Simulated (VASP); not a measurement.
# BN (P6_3mc) in VASP: a series of runs

The runs below take BN through single point, with r2SCAN.

Everything below comes from runs of VASP 6.6.1. Logs are shortened: lines on timing, memory, paths and dates and some standing lists are left out, and cuts for length are marked.

**1. The cell of the first run**

The structure is hexagonal, space group P6_3mc (No. 186). Conventional cell: a = 2.506 Å, b = 2.506 Å, c = 4.208 Å, α = 90.00°, β = 90.00°, γ = 120.00°. Within 2.1 Å of B (site symmetry 3m) lie 4 N at 1.54 to 1.58 Å. Within 2.1 Å of N (site symmetry 3m) lie 4 B at 1.54 to 1.58 Å.

**2. Single point, r2SCAN (strain -0.015 along x and y, +0.000 along z)**

POSCAR

```
BN
1.0
    2.5058070255      0.0000000000      0.0000000000
   -1.2529035128      2.1700925411      0.0000000000
    0.0000000000      0.0000000000      4.2077449346
B N
2 2
Direct
    0.6666666667      0.3333333333      0.9997995909
    0.3333333333      0.6666666667      0.4997995909
    0.6666666667      0.3333333333      0.6252004091
    0.3333333333      0.6666666667      0.1252004091
```

INCAR.step1

```
SYSTEM = BN
ALGO = Normal
EDIFF = 1E-4
ENCUT = 520
GGA = PE
ISMEAR = 0
LASPH = .TRUE.
LCHARG = .FALSE.
LREAL = .FALSE.
LWAVE = .TRUE.
NBANDS = 16
NELM = 100
PREC = Accurate
SIGMA = 0.05
```

INCAR.step2

```
SYSTEM = BN
ALGO = Normal
EDIFF = 1E-6
ENCUT = 520
ISIF = 2
ISMEAR = 0
ISTART = 1
LASPH = .TRUE.
LCHARG = .FALSE.
LMIXTAU = .TRUE.
LREAL = .FALSE.
LWAVE = .FALSE.
METAGGA = R2SCAN
NBANDS = 16
NELM = 100
PREC = Accurate
SIGMA = 0.05
```

KPOINTS

```
k-points
0
G
  12 12 6
  0 0 0
```

Potentials or basis: VASP PAW PBE potentials, release 64 (B, N).

Launch:

```
> cat potpaw_PBE.64/B/POTCAR potpaw_PBE.64/N/POTCAR > POTCAR
> cp INCAR.step1 INCAR
> mpirun -np 1 vasp_std > vasp.out
> cp INCAR.step2 INCAR
> mpirun -np 1 vasp_std > vasp.out
```

OUTCAR:

```text
SYSTEM = BN
   EDIFF = 1E-6
   ENCUT = 520
   ISIF = 2
   ISMEAR = 0
   ISTART = 1
   LASPH = .TRUE.
   LREAL = .FALSE.
   METAGGA = R2SCAN
   NELM = 100
   PREC = Accurate

 ion  position               nearest neighbor table
   1  0.667  0.333  1.000-   4 1.54   4 1.54   4 1.54   3 1.58
   2  0.333  0.667  0.500-   3 1.54   3 1.54   3 1.54   4 1.58
   3  0.667  0.333  0.625-   2 1.54   2 1.54   2 1.54   1 1.58
   4  0.333  0.667  0.125-   1 1.54   1 1.54   1 1.54   2 1.58

  LATTYP: Found a hexagonal cell.
 ALAT       =     2.5058070255
 C/A-ratio  =     1.6791975167

  Lattice vectors:

 A1 = (   2.5058070255,   0.0000000000,   0.0000000000)
 A2 = (  -1.2529035128,   2.1700925411,   0.0000000000)
 A3 = (   0.0000000000,   0.0000000000,   4.2077449346)

Analysis of symmetry for initial positions (statically):
=====================================================================
 Subroutine PRICEL returns:
 Original cell was already a primitive cell.

 Routine SETGRP: Setting up the symmetry group for a
 hexagonal supercell.

 Subroutine GETGRP returns: Found 12 space group operations
 (whereof  6 operations were pure point group operations)
 out of a pool of 24 trial point group operations.

The static configuration has the point symmetry C_3v.
 The point group associated with its full space group is C_6v.

Analysis of symmetry for dynamics (positions and initial velocities):
=====================================================================
 Subroutine PRICEL returns:
 Original cell was already a primitive cell.

 Routine SETGRP: Setting up the symmetry group for a
 hexagonal supercell.

 Subroutine GETGRP returns: Found 12 space group operations
 (whereof  6 operations were pure point group operations)
 out of a pool of 24 trial point group operations.

The dynamic configuration has the point symmetry C_3v.
 The point group associated with its full space group is C_6v.

 Subroutine INISYM returns: Found 12 space group operations
 (whereof  6 operations are pure point group operations),
 and found     1 'primitive' translations

----------------------------------------------------------------------------------------

                                     Primitive cell

  volume of cell :      22.8810

  direct lattice vectors                    reciprocal lattice vectors
     2.505807025  0.000000000  0.000000000     0.399073029  0.230404921  0.000000000
    -1.252903513  2.170092541  0.000000000     0.000000000  0.460809842  0.000000000
     0.000000000  0.000000000  4.207744935     0.000000000  0.000000000  0.237656991

[... 92 lines left out ...]
   NFREE  =      0    steps in history (QN), initial steepest desc. (CG)
   ISIF   =      2    stress and relaxation
   ISYM   =      2    0-nonsym 1-usesym 2-fastsym
   POTIM  = 0.5000    time-step for ionic-motion
   TEBEG  =    0.0;   TEEND  =   0.0 temperature during run
   PSTRESS=    0.0 pullay stress
   NELECT =      16.0000    total number of electrons
   NUPDOWN=      -1.0000    fix difference up-down
   EMIN   =  10.00;   EMAX   =-10.00  energy-range for DOS
   EFERMI =   0.00;   METHOD = LEGACY
   ISMEAR =     0;   SIGMA  =   0.05  broadening in eV -4-tet -1-fermi 0-gaus
   EFERMI_NEDOS =   21; number of points for ismear=-14 and -15
   IALGO  =     38    algorithm
   IMIX   =      4    mixing-type and parameters
     AMIX     =   0.40;   BMIX     =  1.00
     AMIX_MAG =   1.60;   BMIX_MAG =  1.00
  volume/ion in A,a.u.               =       5.72        38.60
  Fermi-wavevector in a.u.,A,eV,Ry     =   1.453081  2.745924 28.727933  2.111443
  Thomas-Fermi vector in A             =   2.570388
   LORBIT       =      0    0 simple, 1 ext, 2 COOP (PROOUT), +10 PAW based schemes
   METAGGA = R2SCAN    functional components
   LHFCALC =     F    Hartree Fock is set to
   AEXX    =    0.0000 exact exchange contribution
   IVDW    =     0    specifies the selected vdW correction
   LEPSILON=     F    determine dielectric tensor
   LRPA    =     F    only Hartree local field effects (RPA)
 non-spin polarized calculation
 Gauss-broadening in eV      SIGMA  =   0.05
  energy-cutoff  :      520.00
  volume of cell :       22.88
 maximum number of plane-waves:       640
 NGX is ok and might be reduce to    20
   NGX =  9   NGY =  9   NGZ = 15

 number of electron      15.9999997 magnetization

 Free energy of the ion-electron system (eV)
  ---------------------------------------------------
  ext. energy  EPLUGINS =         0.00000000
  ---------------------------------------------------
  free energy    TOTEN  =       -38.22100883 eV

  energy without entropy =      -38.22100883  energy(sigma->0) =      -38.22100883

 E-fermi :   8.0922     XC(G=0): -13.8076

 val. band max:        7.8261398407   @ k =   0.0000   0.0000   0.0000
 cond. band min:      13.4424050624   @ k =   0.3333   0.3333   0.0000
 fundamental gap:      5.6162652216
 Fermi energy:         8.0922479505

 k-point     1 :       0.0000    0.0000    0.0000
  band No.  band energies     occupation
      1     -14.0461      2.00000
      2      -9.8007      2.00000
      3      -3.8502      2.00000
      4       5.6647      2.00000
      5       5.6647      2.00000
      6       7.4802      2.00000
[... 433 lines left out ...]
      3      -1.5548      2.00000
      4      -0.0859      2.00000
      5       1.3763      2.00000
      6       3.2964      2.00000
[... 8 lines left out ...]
     15      25.4656      0.00000
     16      25.7594      0.00000

 [... further k-points ...]

------------------------ aborting loop because EDIFF is reached ----------------------------------------

  FORCE on cell =-STRESS in cart. coord.  units (eV):
  Direction    XX          YY          ZZ          XY          YZ          ZX
  --------------------------------------------------------------------------------------
  -------------------------------------------------------------------------------------
  Total        2.7439031      2.7439031      0.4362065     -0.0000000     -0.0000000      0.0000000
  in kB      192.1339313    192.1339313     30.5441070     -0.0000000     -0.0000000      0.0000000
  external PRESSURE =     138.2706565 kB  Pullay stress =       0.0000000 kB

 VOLUME and BASIS-vectors are now :
 -----------------------------------------------------------------------------
  energy-cutoff  :      520.00
  volume of cell :       22.88
      direct lattice vectors                 reciprocal lattice vectors
     2.505807025  0.000000000  0.000000000     0.399073029  0.230404921  0.000000000
    -1.252903513  2.170092541  0.000000000     0.000000000  0.460809842  0.000000000
     0.000000000  0.000000000  4.207744935     0.000000000  0.000000000  0.237656991

 POSITION                                       TOTAL-FORCE (eV/Angst)
 -----------------------------------------------------------------------------------
      1.25290      0.72336      4.20690         0.000000      0.000000     -0.041002
     -0.00000      1.44673      2.10303         0.000000     -0.000000     -0.041002
      1.25290      0.72336      2.63068         0.000000     -0.000000      0.041002
     -0.00000      1.44673      0.52681        -0.000000      0.000000      0.041002
 -----------------------------------------------------------------------------------
    total drift:                               -0.000000     -0.000000      0.002063

  FREE ENERGIE OF THE ION-ELECTRON SYSTEM (eV)
  ---------------------------------------------------
  free  energy   TOTEN  =       -38.2210088285 eV

  energy  without entropy=      -38.2210088285  energy(sigma->0) =      -38.22100883
```

Run time: 59 s. Hardware: 1 thread of Intel Xeon 6975P-C (Granite Rapids), shared host; peak memory 0.15 GiB.

Results:

| Quantity | Value |
| --- | --- |
| Free energy | -38.2210 eV |
| Pressure | 13.8 GPa |
| Largest force | 0.041 eV/Å |
| Band gap on the k mesh | 5.62 eV (least direct gap 8.97 eV) |

Forces in eV/Å, atoms in the order of the input:
```
B    0.000  0.000 -0.041
B    0.000  0.000 -0.041
N    0.000  0.000  0.041
N    0.000  0.000  0.041
```

Caveat: the cell differs from its parent crystal (strain -0.015 along x and y, +0.000 along z); the cell stands under pressure; the PAW data sets were made with another functional, which shifts forces and pressure a little. A k mesh can miss the band edges.

[end of part 1 of 2]
